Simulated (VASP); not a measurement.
# Al (P6_3/mmc) in VASP: notebook, part 3 of 3

VASP 6.6.1. Earlier steps stand in the parts before.

**4. Relaxation of cell and atoms, PBEsol, target pressure 2 GPa, at which the enthalpy is minimised**

INCAR

```
  PREC = Accurate
  ENCUT = 600
  EDIFF = 1E-6
  ISMEAR = 1
  SIGMA = 0.05
  LREAL = False
  LASPH = True
  NELM = 60
  ALGO = Normal
  ISIF = 3
  LWAVE = False
  LCHARG = False
  GGA = PS
  IBRION = 2
  NSW = 100
  EDIFFG = -0.03
  PSTRESS = 20.0
```

KPOINTS

```
regular mesh
0
Gamma
  14 14 7
```

POSCAR

```
Al
1.0
    2.8124550000      0.0000000000      0.0000000000
   -1.4062275000      2.4356574770      0.0000000000
    0.0000000000      0.0000000000      4.8668500000
Al
2
Direct
    0.6666666667      0.3333333333      0.7500000000
    0.3333333333      0.6666666667      0.2500000000
```

Potentials or basis: VASP PAW PBE potentials, release 64 (Al).

Run with:

```sh
$ cat potpaw_PBE.64/Al/POTCAR > POTCAR
$ mpirun -np 1 vasp_std > vasp.out
```

OUTCAR:

```text
PREC = Accurate
   ENCUT = 600
   EDIFF = 1E-6
   ISMEAR = 1
   LREAL = False
   LASPH = True
   NELM = 60
   ISIF = 3
   GGA = PS
   IBRION = 2
   NSW = 100
   EDIFFG = -0.03
   PSTRESS = 20.0

 ion  position               nearest neighbor table
   1  0.667  0.333  0.750-   2 2.93   2 2.93   2 2.93   2 2.93   2 2.93   2 2.93
   2  0.333  0.667  0.250-   1 2.93   1 2.93   1 2.93   1 2.93   1 2.93   1 2.93

  LATTYP: Found a hexagonal cell.
 ALAT       =     2.8124550000
 C/A-ratio  =     1.7304632430

  Lattice vectors:

 A1 = (   2.8124550000,   0.0000000000,   0.0000000000)
 A2 = (  -1.4062275000,   2.4356574770,   0.0000000000)
 A3 = (   0.0000000000,   0.0000000000,   4.8668500000)

Analysis of symmetry for initial positions (statically):
=====================================================================
 Subroutine PRICEL returns:
 Original cell was already a primitive cell.

 Routine SETGRP: Setting up the symmetry group for a
 hexagonal supercell.

 Subroutine GETGRP returns: Found 24 space group operations
 (whereof 12 operations were pure point group operations)
 out of a pool of 24 trial point group operations.

The static configuration has the point symmetry D_3d.
 The point group associated with its full space group is D_6h.

Analysis of symmetry for dynamics (positions and initial velocities):
=====================================================================
 Subroutine PRICEL returns:
 Original cell was already a primitive cell.

 Routine SETGRP: Setting up the symmetry group for a
 hexagonal supercell.

 Subroutine GETGRP returns: Found 24 space group operations
 (whereof 12 operations were pure point group operations)
 out of a pool of 24 trial point group operations.

The dynamic configuration has the point symmetry D_3d.
 The point group associated with its full space group is D_6h.

 Subroutine INISYM returns: Found 24 space group operations
[... 127 lines left out ...]
   LRPA    =     F    only Hartree local field effects (RPA)
 conjugate gradient relaxation of ions
 non-spin polarized calculation
 Methfessel and Paxton  Order N= 1 SIGMA  =   0.05
  energy-cutoff  :      600.00
  volume of cell :       33.34
 maximum number of plane-waves:      1135
 NGX is ok and might be reduce to    24
   NGX = 11   NGY = 11   NGZ = 19

--------------------------------------- Ionic step        1  -------------------------------------------

 number of electron       6.0000000 magnetization

 Free energy of the ion-electron system (eV)
  ---------------------------------------------------
  ext. energy  EPLUGINS =         0.00000000
  ---------------------------------------------------
  free energy    TOTEN  =        -8.11256815 eV

  energy without entropy =       -8.11253404  energy(sigma->0) =       -8.11255678

------------------------ aborting loop because EDIFF is reached ----------------------------------------

  FORCE on cell =-STRESS in cart. coord.  units (eV):
  Direction    XX          YY          ZZ          XY          YZ          ZX
  --------------------------------------------------------------------------------------
  -------------------------------------------------------------------------------------
  Total       -0.1019989     -0.1019989     -0.6626871      0.0000000      0.0000000      0.0000000
  in kB       -4.9018067     -4.9018067    -31.8470600      0.0000000      0.0000000      0.0000000
  external PRESSURE =     -33.8835578 kB  Pullay stress =      20.0000000 kB
[... 63 lines left out ...]
--------------------------------------- Ionic step        3  -------------------------------------------

 number of electron       6.0000000 magnetization

 Free energy of the ion-electron system (eV)
  ---------------------------------------------------
  ext. energy  EPLUGINS =         0.00000000
  ---------------------------------------------------
  free energy    TOTEN  =        -8.11234669 eV

  energy without entropy =       -8.11240704  energy(sigma->0) =       -8.11236681

 E-fermi :   8.2541     XC(G=0): -10.3865

 val. band max:        8.2344065393   @ k =   0.3571   0.1429   0.0000
 cond. band min:       8.2671907252   @ k =   0.3571   0.0000   0.4286
 fundamental gap:      0.0327841859
 Fermi energy:         8.2540828454

 k-point     1 :       0.0000    0.0000    0.0000
  band No.  band energies     occupation
      1      -3.0576      2.00000
      2       3.3324      2.00000
      3       3.3492      2.00000
      4      19.8858      0.00000
      5      19.9383      0.00000
      6      19.9383      0.00000
      7      20.0719      0.00000
[... 221 lines left out ...]
 k-point    24 :       0.3571    0.2857    0.0000
  band No.  band energies     occupation
      1       4.6021      2.00000
      2       4.6527      2.00000
      3       6.2983      2.00000
      4      10.3184      0.00000
      5      10.3408      0.00000
      6      10.9680      0.00000
      7      11.9186      0.00000

 [... further k-points ...]

------------------------ aborting loop because EDIFF is reached ----------------------------------------

  FORCE on cell =-STRESS in cart. coord.  units (eV):
  Direction    XX          YY          ZZ          XY          YZ          ZX
  --------------------------------------------------------------------------------------
  -------------------------------------------------------------------------------------
  Total        0.4535451      0.4535451      0.3600904      0.0000000      0.0000000     -0.0000000
  in kB       22.8113482     22.8113482     18.1109800      0.0000000      0.0000000     -0.0000000
  external PRESSURE =       1.2445588 kB  Pullay stress =      20.0000000 kB
[... 21 lines left out ...]
  energy  without entropy=       -8.1124070422  energy(sigma->0) =       -8.11236681

  enthalpy is  TOTEN    =        -7.7146980050 eV   P V=        0.3976486842

 reached required accuracy - stopping structural energy minimisation
```

OSZICAR:

```text
N       E                     dE             d eps       ncg     rms          rms(c)
DAV:   1    -0.334932442578E+00   -0.33493E+00   -0.24583E+03  1344   0.742E+02
DAV:   2    -0.809270660573E+01   -0.77578E+01   -0.74460E+01  1855   0.524E+01
DAV:   3    -0.817109994004E+01   -0.78393E-01   -0.78429E-01  1883   0.654E+00
[... 16 lines left out ...]
       N       E                     dE             d eps       ncg     rms          rms(c)
DAV:   1    -0.811239910969E+01   -0.27765E-02   -0.44484E-03  1855   0.417E-01    0.535E-02
DAV:   2    -0.811236684769E+01    0.32262E-04   -0.35433E-05  1638   0.441E-02    0.218E-02
DAV:   3    -0.811234909602E+01    0.17752E-04   -0.10753E-05  1778   0.176E-02    0.747E-03
DAV:   4    -0.811234681441E+01    0.22816E-05   -0.15516E-06  1099   0.725E-03    0.353E-03
DAV:   5    -0.811234668926E+01    0.12515E-06   -0.83850E-08   868   0.234E-03
   3 F= -.77146980E+01 E0= -.77147181E+01  d E =-.182983E-01
```

Run time: 32 s. Hardware: 1 thread of Intel Xeon Platinum 8488C (Sapphire Rapids), shared host; peak memory 0.16 GiB.

What came out:

| Property | Result |
| --- | --- |
| Free energy | -8.1123 eV |
| Relaxed volume | 15.93 Å³/atom |
| Relaxed cell | a = 2.781 Å, b = 2.781 Å, c = 4.755 Å, α = 90.00°, β = 90.00°, γ = 120.00° |
| Space group after relaxing (to 0.05 Å) | P6_3/mmc (No. 194) |
| Energy change on relaxing (the enthalpy is what falls) | +0.1 meV/atom |
| Ionic steps | 3 |
| Pressure after relaxing | 2.1 GPa |
| Band gap on the k mesh | zero (band 3 reaches 10.99 eV, above the bottom of band 4 at 5.40 eV) |

Step by step:
```
step  energy change (eV)  largest force (eV/Å)  pressure (GPa)  volume (Å³)
   1              0.0000                0.0000           -1.39        33.34
   2              0.0029                0.0000            2.64        31.66
   3              0.0002                0.0000            2.12        31.86
```

Final structure:
```xyz
2
Lattice="2.7814 0.0000 0.0000 -1.3907 2.4087 0.0000 0.0000 0.0000 4.7548" Properties=species:S:1:pos:R:3 pbc="T T T"
Al    1.3907    0.8029    3.5661
Al    0.0000    1.6058    1.1887
```

Levels at points of the mesh, in eV from the Fermi level:
```csv
k point,band 1,band 2,band 3,band 4,band 5,band 6,band 7
"(0.00, 0.00, 0.00)",-11.31,-4.92,-4.90,11.63,11.68,11.68,11.82
"(0.50, 0.00, 0.00)",-5.13,-5.07,0.66,0.85,1.45,1.61,6.39
```

Caveat: the cell is relaxed towards a set pressure, so the enthalpy falls and the energy may rise; the PAW data sets were made with another functional, which shifts forces and pressure a little.

**5. Relaxation of cell and atoms, PBEsol, target pressure 5 GPa, at which the enthalpy is minimised**

INCAR

```
PREC     = Accurate       # precision mode
ENCUT    = 600            # plane-wave cutoff, eV
EDIFF    = 1E-6           # SCF threshold, eV
ISMEAR   = 1              # smearing method
SIGMA    = 0.05           # smearing width, eV
LREAL    = False          # projectors in reciprocal space
LASPH    = True           # aspherical terms in the spheres
NELM     = 100            # most SCF steps
ALGO     = Normal         # electronic algorithm
ISIF     = 3              # what is computed and relaxed
LWAVE    = False          # write WAVECAR
LCHARG   = False          # write CHGCAR
GGA      = PS             # functional
IBRION   = 2              # ionic algorithm
NSW      = 100            # ionic steps
EDIFFG   = -0.03          # ionic threshold
PSTRESS  = 50.0
```

KPOINTS is that of step 4.

POSCAR is that of step 4.

Run with:

```sh
$ cat potpaw_PBE.64/Al/POTCAR > POTCAR
$ mpirun -np 1 vasp_std > vasp.out
```

Wall time 63 s (1 thread of Intel Xeon Platinum 8488C (Sapphire Rapids), shared host); peak memory 0.16 GiB.

The run converged. Its results:

| Quantity | Value |
| --- | --- |
| Free energy | -8.0952 eV |
| Relaxed volume | 15.49 Å³/atom |
| Relaxed cell | a = 2.775 Å, b = 2.775 Å, c = 4.645 Å, α = 90.00°, β = 90.00°, γ = 120.00° |
| Space group after relaxing (to 0.05 Å) | P6_3/mmc (No. 194) |
| Energy change on relaxing (the enthalpy is what falls) | +8.7 meV/atom |
| Ionic steps | 8 |
| Pressure after relaxing | 4.7 GPa |
| Band gap on the k mesh | zero (band 3 reaches 11.62 eV, above the bottom of band 4 at 5.63 eV) |

Step by step:
```csv
step,energy change (eV),largest force (eV/Å),pressure (GPa),volume (Å³)
1,0.0000,0.0000,-1.39,33.34
2,0.0466,0.0000,7.34,30.23
3,0.0227,0.0000,5.19,30.86
4,0.0212,0.0000,5.03,30.91
5,0.0194,0.0000,4.86,30.94
6,0.0181,0.0000,4.90,30.96
7,0.0171,0.0000,4.69,30.99
8,0.0173,0.0000,4.75,30.99
```

Final structure:
```yaml
crystal:
  lattice:
    - [2.77532, 0.00000, 0.00000]
    - [-1.38766, 2.40350, 0.00000]
    - [0.00000, 0.00000, 4.64547]
  atoms:
    - { symbol: Al, position: [0.66667, 0.33333, 0.75000] }
    - { symbol: Al, position: [0.33333, 0.66667, 0.25000] }
```

Levels at points of the mesh, in eV from the Fermi level:
```
           k point  band 1  band 2  band 3  band 4  band 5  band 6  band 7
(0.00, 0.00, 0.00)  -11.68   -5.09   -4.88   11.40   11.40   11.53   11.55
(0.50, 0.00, 0.00)   -5.48   -5.41    0.48    0.92    1.26    1.64    6.09
```

Caveat: the cell is relaxed towards a set pressure, so the enthalpy falls and the energy may rise; the PAW data sets were made with another functional, which shifts forces and pressure a little.

**6. Relaxation of cell and atoms, PBEsol, target pressure 10 GPa, at which the enthalpy is minimised**

INCAR

```
SYSTEM = Al
ALGO = Normal ; EDIFF = 1E-6
EDIFFG = -0.03 ; ENCUT = 600
GGA = PS ; IBRION = 2
ISIF = 3 ; ISMEAR = 1
LASPH = .True. ; LCHARG = .False.
LREAL = .False. ; LWAVE = .False.
NELM = 80 ; NSW = 100
PREC = Accurate ; PSTRESS = 100.0
SIGMA = 0.05
```

KPOINTS

```
k-points
0
Gamma
  14 14 7
  0 0 0
```

POSCAR is that of step 5.

Potentials or basis: VASP PAW PBE potentials, release 64 (Al).

Run with:

```sh
$ cat potpaw_PBE.64/Al/POTCAR > POTCAR
$ mpirun -np 1 vasp_std > vasp.out
```

Wall time 51 s (1 thread of Intel Xeon Platinum 8488C (Sapphire Rapids), shared host); peak memory 0.17 GiB.

It converged, with:

| Property | Result |
| --- | --- |
| Free energy | -8.0282 eV |
| Relaxed volume | 14.76 Å³/atom |
| Relaxed cell | a = 2.721 Å, b = 2.721 Å, c = 4.604 Å, α = 90.00°, β = 90.00°, γ = 120.00° |
| Space group after relaxing (to 0.05 Å) | P6_3/mmc (No. 194) |
| Energy change on relaxing (the enthalpy is what falls) | +42.2 meV/atom |
| Ionic steps | 5 |
| Pressure after relaxing | 10.1 GPa |
| Band gap on the k mesh | zero (band 3 reaches 12.06 eV, above the bottom of band 4 at 6.14 eV) |

Stress tensor (GPa, compression positive):
```
10.00  0.00  0.00
 0.00 10.00  0.00
 0.00  0.00 10.27
```

Step by step:
```tsv
step	energy change (eV)	largest force (eV/Å)	pressure (GPa)	volume (Å³)
1	0.0000	0.0000	-1.39	33.34
2	0.2209	0.0000	17.66	27.94
3	0.0860	0.0000	10.18	29.53
4	0.0846	0.0000	10.14	29.52
5	0.0843	0.0000	10.09	29.52
```

Final structure:
```yaml
crystal:
  lattice:
    - [2.72102, 0.00000, 0.00000]
    - [-1.36051, 2.35647, 0.00000]
    - [0.00000, 0.00000, 4.60411]
  atoms:
    - { symbol: Al, position: [0.66667, 0.33333, 0.75000] }
    - { symbol: Al, position: [0.33333, 0.66667, 0.25000] }
```

Levels at points of the mesh, in eV from the Fermi level:
```tsv
k point	band 1	band 2	band 3	band 4	band 5	band 6	band 7
(0.00, 0.00, 0.00)	-11.98	-5.30	-5.04	12.01	12.02	12.06	12.07
(0.50, 0.00, 0.00)	-5.52	-5.50	0.53	0.96	1.23	1.74	6.55
```

Caveat: the cell is relaxed towards a set pressure, so the enthalpy falls and the energy may rise; the PAW data sets were made with another functional, which shifts forces and pressure a little.

**7. Summary**

```csv
cell,gap on the mesh (eV),pressure (GPa)
relaxed to -2 GPa,none,-2.1
relaxed,none,0.0
relaxed to 2 GPa,none,2.1
relaxed to 5 GPa,none,4.7
relaxed to 10 GPa,none,10.1
```

Alike in all rows: task relaxation of cell and atoms; level PBEsol; potentials or basis VASP PAW PBE potentials, release 64 (Al); no spin polarisation; k mesh 14 × 14 × 7; cutoff (eV) 600; smearing methfessel-paxton 0.05 eV.

Caveats: the PAW data sets were made with another functional, which shifts forces and pressure a little; the cell is relaxed towards a set pressure, so the enthalpy falls and the energy may rise (some runs).

Absolute energies hang on the potentials; compare differences alone.
